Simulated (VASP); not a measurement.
# Ti6O in VASP: notebook

Runs on Ti6O. Level: PBEsol. Tasks: single point.

Everything below comes from runs of VASP 6.6.1. Logs are shortened: lines on timing, memory, paths and dates and some standing lists are left out, and cuts for length are marked.

### Step 1. The cell of the first run

The cell holds a slab with vacuum, 7 atoms: a = 2.900 Å, b = 4.591 Å, c = 21.206 Å, α = 90.00°, β = 90.00°, γ = 90.00°.

### Step 2. Single point, PBEsol

INCAR reads:

```
ALGO = Normal ; DIPOL = 0.5 0.5 0.353
EDIFF = 1E-7 ; ENCUT = 520
GGA = PS ; IDIPOL = 3
ISIF = 2 ; ISMEAR = 0
LASPH = T ; LCHARG = F
LDIPOL = T ; LREAL = F
LWAVE = F ; NBANDS = 48
NELM = 100 ; PREC = Accurate
SIGMA = 0.1
```

KPOINTS reads:

```
k-points
0
Gamma
  9 6 1
```

POSCAR reads:

```
Ti6O
1.0
    2.8999670177      0.0000000000      0.0000000000
    0.0000000000      4.5905806278      0.0000000000
    0.0000000000      0.0000000000     21.2062529549
Ti O
6 1
Direct
    0.0000000000      0.7500000000      0.1886236106
    0.5000000000      0.2500000000      0.2281000977
    0.5000000000      0.7500000000      0.3070530716
    0.0000000000      0.2500000000      0.3454090437
    0.0000000000      0.7500000000      0.4205530428
    0.5000000000      0.2500000000      0.4577071195
    0.5000000000      0.4500000000      0.5213297665
```

Potentials or basis: VASP PAW PBE potentials, release 64 (Ti_sv, O).

Started as:

```
$ cat potpaw_PBE.64/Ti_sv/POTCAR potpaw_PBE.64/O/POTCAR > POTCAR
$ mpirun -np 1 vasp_std > vasp.out
```

OUTCAR:

```text
EDIFF = 1E-7
   ENCUT = 520
   GGA = PS
   ISIF = 2
   ISMEAR = 0
   LASPH = T
   LREAL = F
   NELM = 100
   PREC = Accurate

 ion  position               nearest neighbor table
   1  0.000  0.750  0.189-   2 2.84   2 2.84   2 2.84   2 2.84   3 2.90   3 2.90
   2  0.500  0.250  0.228-   3 2.84   3 2.84   1 2.84   1 2.84   1 2.84   1 2.84   4 2.88   4 2.88

   3  0.500  0.750  0.307-   5 2.81   5 2.81   4 2.83   4 2.83   4 2.83   4 2.83   2 2.84   2 2.84
                             1 2.90   1 2.90
   4  0.000  0.250  0.345-   6 2.79   6 2.79   5 2.79   5 2.79   3 2.83   3 2.83   3 2.83   3 2.83
                             2 2.88   2 2.88
   5  0.000  0.750  0.421-   4 2.79   4 2.79   3 2.81   3 2.81   6 2.83   6 2.83   6 2.83   6 2.83

   6  0.500  0.250  0.458-   7 1.63   4 2.79   4 2.79   5 2.83   5 2.83   5 2.83   5 2.83
   7  0.500  0.450  0.521-   6 1.63

  LATTYP: Found a simple orthorhombic cell.
 ALAT       =     2.8999670177
 B/A-ratio  =     1.5829768407
 C/A-ratio  =     7.3125841865

  Lattice vectors:

 A1 = (   2.8999670177,   0.0000000000,   0.0000000000)
 A2 = (   0.0000000000,   4.5905806278,   0.0000000000)
 A3 = (   0.0000000000,   0.0000000000,  21.2062529549)

Analysis of symmetry for initial positions (statically):
=====================================================================
 Subroutine PRICEL returns:
 Original cell was already a primitive cell.

 Routine SETGRP: Setting up the symmetry group for a
 simple orthorhombic supercell.

 Subroutine GETGRP returns: Found  2 space group operations
 (whereof  2 operations were pure point group operations)
 out of a pool of  8 trial point group operations.

The static configuration has the point symmetry C_1h.

Analysis of symmetry for dynamics (positions and initial velocities):
=====================================================================
 Subroutine PRICEL returns:
 Original cell was already a primitive cell.

 Routine SETGRP: Setting up the symmetry group for a
 simple orthorhombic supercell.

 Subroutine GETGRP returns: Found  2 space group operations
 (whereof  2 operations were pure point group operations)
 out of a pool of  8 trial point group operations.

The dynamic configuration has the point symmetry C_1h.

 Subroutine INISYM returns: Found  2 space group operations
 (whereof  2 operations are pure point group operations),
 and found     1 'primitive' translations

----------------------------------------------------------------------------------------

                                     Primitive cell

  volume of cell :     282.3089

  direct lattice vectors                    reciprocal lattice vectors
     2.899967018  0.000000000  0.000000000     0.344831508  0.000000000  0.000000000
     0.000000000  4.590580628  0.000000000     0.000000000  0.217837368  0.000000000
     0.000000000  0.000000000 21.206252955     0.000000000  0.000000000  0.047155903

  length of vectors
     2.899967018  4.590580628 21.206252955     0.344831508  0.217837368  0.047155903

  position of ions in fractional coordinates (direct lattice)
     0.000000000  0.750000000  0.188623611
     0.500000000  0.250000000  0.228100098
     0.500000000  0.750000000  0.307053072
     0.000000000  0.250000000  0.345409044
     0.000000000  0.750000000  0.420553043
     0.500000000  0.250000000  0.457707120
     0.500000000  0.450000000  0.521329767

  ion indices of the primitive-cell ions
   primitive index   ion index
                 1           1
                 2           2
                 3           3
                 4           4
                 5           5
                 6           6
                 7           7

----------------------------------------------------------------------------------------

 KPOINTS: k-points

Automatic generation of k-mesh.
 Grid dimensions read from file:
 generate k-points for:    9    6    1

 Generating k-lattice:

  Cartesian coordinates                     Fractional coordinates (reciprocal lattice)
     0.038314612  0.000000000  0.000000000     0.111111111  0.000000000  0.000000000
     0.000000000  0.036306228  0.000000000     0.000000000  0.166666667  0.000000000
     0.000000000  0.000000000  0.047155903     0.000000000  0.000000000  1.000000000

  Length of vectors
     0.038314612  0.036306228  0.047155903

  Shift w.r.t. Gamma in fractional coordinates (k-lattice)
     0.000000000  0.000000000  0.000000000

 Subroutine IBZKPT returns following result:
 ===========================================

 Found     20 irreducible k-points:

 Following reciprocal coordinates:
            Coordinates               Weight
  0.000000  0.000000  0.000000      1.000000
  0.111111  0.000000  0.000000      2.000000
  0.222222  0.000000  0.000000      2.000000
  0.333333  0.000000  0.000000      2.000000
  0.444444  0.000000  0.000000      2.000000
  0.000000  0.166667  0.000000      2.000000
[... 12 lines left out ...]
  0.333333  0.500000  0.000000      2.000000
  0.444444  0.500000  0.000000      2.000000
   k-points           NKPTS =     20   k-points in BZ     NKDIM =     20   number of bands    NBANDS=     48
   number of dos      NEDOS =    301   number of ions     NIONS =      7
   total plane-waves  NPLWV = 138240
   dimension x,y,z NGX =    24 NGY =   36 NGZ =  160
   dimension x,y,z NGXF=    48 NGYF=   72 NGZF=  320
   ions per type =               6   1
   NGX,Y,Z   is equivalent  to a cutoff of  13.76, 13.04, 12.54 a.u.
   NGXF,Y,Z  is equivalent  to a cutoff of  27.52, 26.07, 25.09 a.u.
 SYSTEM =  unknown system
   PREC   = accura    normal or accurate (medium, high low for compatibility)
   ISTART =      0    job   : 0-new  1-cont  2-samecut
   ICHARG =      2    charge: 1-file 2-atom 10-const
   ISPIN  =      1    spin polarized calculation?
   LNONCOLLINEAR =      F non collinear calculations
   LSORBIT =      F    spin-orbit coupling
   LASPH  =      T    aspherical Exc in radial PAW
   ENCUT  =  520.0 eV  38.22 Ry    6.18 a.u.   5.39  8.54 39.43*2*pi/ulx,y,z
   NELM   =    100;   NELMIN=  2; NELMDL= -5     # of ELM steps
   EDIFF  = 0.1E-06   stopping-criterion for ELM
   LREAL  =      F    real-space projection
   EDIFFG = 0.1E-05   stopping-criterion for IOM
   NSW    =      0    number of steps for IOM
   IBRION =     -1    ionic relax: 0-MD 1-quasi-New 2-CG
   NFREE  =      0    steps in history (QN), initial steepest desc. (CG)
   ISIF   =      2    stress and relaxation
   ISYM   =      2    0-nonsym 1-usesym 2-fastsym
   POTIM  = 0.5000    time-step for ionic-motion
   TEBEG  =    0.0;   TEEND  =   0.0 temperature during run
   PSTRESS=    0.0 pullay stress
   NELECT =      78.0000    total number of electrons
   NUPDOWN=      -1.0000    fix difference up-down
   EMIN   =  10.00;   EMAX   =-10.00  energy-range for DOS
   EFERMI =   0.00;   METHOD = LEGACY
   ISMEAR =     0;   SIGMA  =   0.10  broadening in eV -4-tet -1-fermi 0-gaus
   EFERMI_NEDOS =   21; number of points for ismear=-14 and -15
   IALGO  =     38    algorithm
   IMIX   =      4    mixing-type and parameters
     AMIX     =   0.40;   BMIX     =  1.00
     AMIX_MAG =   1.60;   BMIX_MAG =  1.00
  volume/ion in A,a.u.               =      40.33       272.16
  Fermi-wavevector in a.u.,A,eV,Ry     =   1.066264  2.014947 15.468727  1.136919
  Thomas-Fermi vector in A             =   2.201843
   LORBIT       =      0    0 simple, 1 ext, 2 COOP (PROOUT), +10 PAW based schemes
   GGA     = PS    functional components
   LHFCALC =     F    Hartree Fock is set to
   AEXX    =    0.0000 exact exchange contribution
   IVDW    =     0    specifies the selected vdW correction
   LEPSILON=     F    determine dielectric tensor
   LRPA    =     F    only Hartree local field effects (RPA)
 non-spin polarized calculation
 Gauss-broadening in eV      SIGMA  =   0.10
  energy-cutoff  :      520.00
  volume of cell :      282.31
 maximum number of plane-waves:      7645
 NGX is ok and might be reduce to    24
   NGX = 11   NGY = 17   NGZ = 79

 dipolmoment           0.000000      0.000000     -0.054233 electrons x Angstroem

 number of electron      78.0000025 magnetization

 dipolmoment           0.000000      0.000000      0.221407 electrons x Angstroem

 Free energy of the ion-electron system (eV)
  ---------------------------------------------------
  ext. energy  EPLUGINS =         0.00000000
  ---------------------------------------------------
  free energy    TOTEN  =       -54.68400286 eV

  energy without entropy =      -54.63011464  energy(sigma->0) =      -54.65705875

 E-fermi :  -0.0856     XC(G=0):  -5.3363

 val. band max:       -0.0924719736   @ k =   0.1111   0.0000   0.0000
 cond. band min:      -0.0719603071   @ k =   0.3333   0.3333   0.0000
 fundamental gap:      0.0205116664
 Fermi energy:        -0.0856310423

 k-point     1 :       0.0000    0.0000    0.0000
  band No.  band energies     occupation
      1     -56.8592      2.00000
      2     -56.6514      2.00000
      3     -56.5808      2.00000
      4     -56.5244      2.00000
      5     -56.4638      2.00000
      6     -56.2259      2.00000
[... 40 lines left out ...]
     47       1.1180      0.00000
     48       1.2304      0.00000

 k-point     2 :       0.1111    0.0000    0.0000
  band No.  band energies     occupation
      1     -56.8529      2.00000
      2     -56.6431      2.00000
      3     -56.5763      2.00000
      4     -56.5193      2.00000
      5     -56.4617      2.00000
      6     -56.2223      2.00000
[... 40 lines left out ...]
     47       1.1322      0.00000
     48       1.2999      0.00000

 k-point     3 :       0.2222    0.0000    0.0000
  band No.  band energies     occupation
      1     -56.8369      2.00000
      2     -56.6217      2.00000
      3     -56.5649      2.00000
      4     -56.5059      2.00000
      5     -56.4574      2.00000
      6     -56.2131      2.00000
[... 856 lines left out ...]
     47       1.3504      0.00000
     48       1.5804      0.00000

 k-point    20 :       0.4444    0.5000    0.0000
  band No.  band energies     occupation
      1     -56.8061      2.00000
      2     -56.5666      2.00000
      3     -56.5349      2.00000
      4     -56.4828      2.00000
      5     -56.4704      2.00000
      6     -56.1960      2.00000
[... 40 lines left out ...]
     47       1.5929      0.00000
     48       1.7499      0.00000

------------------------ aborting loop because EDIFF is reached ----------------------------------------

 vacuum level on the upper side and lower side of the slab       (xc-potential included)         1.413        -1.575

  FORCE on cell =-STRESS in cart. coord.  units (eV):
  Direction    XX          YY          ZZ          XY          YZ          ZX
  --------------------------------------------------------------------------------------
  -------------------------------------------------------------------------------------
  Total        0.4698152      2.1209139     -0.6237388      0.0000000      2.3594349      0.0000000
  in kB        2.6663248     12.0367436     -3.5398816      0.0000000     13.3904128      0.0000000
  external PRESSURE =       3.7210623 kB  Pullay stress =       0.0000000 kB

 VOLUME and BASIS-vectors are now :
 -----------------------------------------------------------------------------
  energy-cutoff  :      520.00
  volume of cell :      282.31
      direct lattice vectors                 reciprocal lattice vectors
     2.899967018  0.000000000  0.000000000     0.344831508  0.000000000  0.000000000
     0.000000000  4.590580628  0.000000000     0.000000000  0.217837368  0.000000000
     0.000000000  0.000000000 21.206252955     0.000000000  0.000000000  0.047155903

 POSITION                                       TOTAL-FORCE (eV/Angst)
 -----------------------------------------------------------------------------------
      0.00000      3.44294      4.00000         0.000000      0.042610      0.316100
      1.44998      1.14765      4.83715         0.000000     -0.050677      0.110990
      1.44998      3.44294      6.51145         0.000000      0.080938     -0.121148
      0.00000      1.14765      7.32483         0.000000     -0.117262     -0.474607
      0.00000      3.44294      8.91835         0.000000     -0.368969      0.144372
      1.44998      1.14765      9.70625         0.000000     -1.102397     -0.242572
      1.44998      2.06576     11.05545         0.000000      1.515756      0.266866
 -----------------------------------------------------------------------------------
    total drift:                                0.000000     -0.000041      0.000473

  FREE ENERGIE OF THE ION-ELECTRON SYSTEM (eV)
  ---------------------------------------------------
  free  energy   TOTEN  =       -54.6840028586 eV

  energy  without entropy=      -54.6301146367  energy(sigma->0) =      -54.65705875

 vacuum level on the upper side and lower side of the slab         6.676         3.625
```

Run time: 13 min. Hardware: 1 thread of Intel Xeon Platinum 8559C (Emerald Rapids), shared host; peak memory 0.45 GiB.

Results:

| Item | Value |
| --- | --- |
| Free energy | -54.6840 eV |
| Largest force | 1.539 eV/Å |
| Band gap on the k mesh | zero (bands 39 and 40 overlap by 0.49 eV) |

Forces on the atoms (eV/Å):
```
Ti   0.000  0.043  0.316
Ti   0.000 -0.051  0.111
Ti   0.000  0.081 -0.121
Ti   0.000 -0.117 -0.475
Ti   0.000 -0.369  0.144
Ti   0.000 -1.102 -0.243
O    0.000  1.516  0.267
```

Levels at points of the mesh, in eV from the Fermi level:
```tsv
k point	band 36	band 37	band 38	band 39	band 40	band 41	band 42	band 43
(0.00, 0.00, 0.00)	-0.57	-0.42	0.06	0.39	0.57	0.66	0.84	0.97
(0.00, 0.50, 0.00)	-0.74	-0.73	-0.24	0.02	0.19	0.28	0.45	0.76
```

Caveat: the PAW data sets were made with another functional, which shifts forces and pressure a little.

### Step 3. Single point, PBEsol

INCAR reads:

```
SYSTEM = Ti6O
ALGO = Normal
DIPOL = 0.5 0.5 0.353
EDIFF = 1E-6
ENCUT = 520
GGA = PS
IDIPOL = 3
ISIF = 2
ISMEAR = 0
LASPH = .TRUE.
LCHARG = .TRUE.
LDIPOL = .TRUE.
LELF = .TRUE.
LREAL = .FALSE.
LVACPOTAV = .TRUE.
LVHAR = .TRUE.
LWAVE = .FALSE.
NBANDS = 48
NELM = 60
PREC = Accurate
SIGMA = 0.1
```

KPOINTS reads:

```
k-points
0
G
  9 6 1
  0 0 0
```

POSCAR: that of step 2 with these lines changed.

```diff
@@ -14,2 +14,2 @@
     0.5000000000      0.2500000000      0.4577071195
-    0.5000000000      0.4500000000      0.5213297665
+    0.8333333333      0.2500000000      0.5211434816
```

Potentials or basis: VASP PAW PBE potentials, release 64 (Ti_sv, O).

Started as:

```
$ cat potpaw_PBE.64/Ti_sv/POTCAR potpaw_PBE.64/O/POTCAR > POTCAR
$ mpirun -np 1 vasp_std > vasp.out
```

Run time: 9.6 min. Hardware: 1 thread of Intel Xeon Platinum 8559C (Emerald Rapids), shared host; peak memory 0.45 GiB.

The run converged. Its results:

| Property | Result |
| --- | --- |
| Free energy | -55.2163 eV |
| Largest force | 2.475 eV/Å |
| Band gap on the k mesh | zero (bands 39 and 40 overlap by 0.39 eV) |

Forces on the atoms (eV/Å):
```
Ti   0.017  0.000  0.252
Ti  -0.042  0.000  0.067
Ti   0.072  0.000 -0.209
Ti  -0.030  0.000 -0.590
Ti  -0.408  0.000 -0.427
Ti  -2.075  0.000  0.708
O    2.467  0.000  0.199
```

Levels at points of the mesh, in eV from the Fermi level:
| k point | band 37 | band 38 | band 39 | band 40 | band 41 | band 42 |
| --- | --- | --- | --- | --- | --- | --- |
| (0.00, 0.00, 0.00) | -0.44 | 0.00 | 0.22 | 0.57 | 0.79 | 0.79 |
| (0.00, 0.50, 0.00) | -0.47 | -0.19 | 0.08 | 0.20 | 0.37 | 0.37 |

Caveat: the PAW data sets were made with another functional, which shifts forces and pressure a little.

(Continued in part 2 of 2.)
